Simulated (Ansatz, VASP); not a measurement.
## One calculation of TiO2, two programs

INCAR

```
PREC = Accurate
ENCUT = 520
EDIFF = 1E-6
ISMEAR = -1
SIGMA = 0.05
LREAL = False
LASPH = True
NELM = 80
ALGO = Normal
ISIF = 2
LWAVE = False
LCHARG = False
NBANDS = 33
```

File KPOINTS:

```
Automatic mesh
0
Gamma
  7 7 10
```

POSCAR

```
TiO2
1.0
    4.6841013062      0.0000000000      0.0000000000
    0.0000000000      4.6841013062      0.0000000000
    0.0000000000      0.0000000000      3.0170343416
Ti O
2 4
Direct
    0.0000000000      0.0000000000      0.0000000000
    0.5000000000      0.5000000000      0.5000000000
    0.3060000000      0.3060000000      0.0000000000
    0.1940000000      0.8060000000      0.5000000000
    0.6940000000      0.6940000000      0.0000000000
    0.8060000000      0.1940000000      0.5000000000
```

Input for Ansatz:

```yaml
crystal:
  lattice:
    - [4.6841013062, 0.0, 0.0]
    - [0.0, 4.6841013062, 0.0]
    - [0.0, 0.0, 3.0170343416]
  atoms:
    - { symbol: Ti, position: [0.0, 0.0, 0.0] }
    - { symbol: Ti, position: [0.5, 0.5, 0.5] }
    - { symbol: O, position: [0.306, 0.306, 0.0] }
    - { symbol: O, position: [0.194, 0.806, 0.5] }
    - { symbol: O, position: [0.694, 0.694, 0.0] }
    - { symbol: O, position: [0.806, 0.194, 0.5] }
kpoints:
  mp_grid: { grid: [7, 7, 10] }
  band_path:
    path:
      - [0.0, 0.0, 0.0]
      - [0.0, 0.5, 0.0]
      - [0.5, 0.5, 0.0]
      - [0.0, 0.0, 0.0]
      - [0.0, 0.0, 0.5]
      - [0.0, 0.5, 0.5]
      - [0.5, 0.5, 0.5]
      - [0.0, 0.0, 0.5]
      - [0.0, 0.5, 0.0]
    npoints: 5
scf:
  occupations: { method: fermi_dirac, width: 0.05 }
hamiltonian:
  xc: lda
  pseudopotentials: { kind: all_electron, lapw: { basis_error: 0.0005 } }
output:
  forces: true
  stress: true
  eigenvalues: true
```

Change from the starting cell: volume scaled by 1.06.

Alike in both runs: task single point; functional LDA; k mesh 7 × 7 × 10; occupations fermi-dirac, width 0.05 eV; no spin polarisation.

```csv
,VASP,Ansatz
version,VASP 6.6.1,Ansatz 0.2.0
potentials or method,"VASP PAW LDA potentials, release 64 (Ti_sv, O), cutoff 520 eV","all-electron LAPW, scalar-relativistic"
```

```tsv
	VASP	Ansatz	Ansatz less VASP
pressure (GPa)	-18.6	-19.4	-0.81
traceless stress, the component that is largest in VASP (GPa)	-4.10	-4.35	-0.246
rms of the force components (eV/Å)	0.078	0.092	+0.0140
```

LDA's correlation is that of Perdew and Zunger in VASP and of Perdew and Wang (1992) in Ansatz. Atom by atom the forces differ by 0.014 eV/Å (rms over components). Ansatz ran all-electron here, and VASP with PAW potentials.
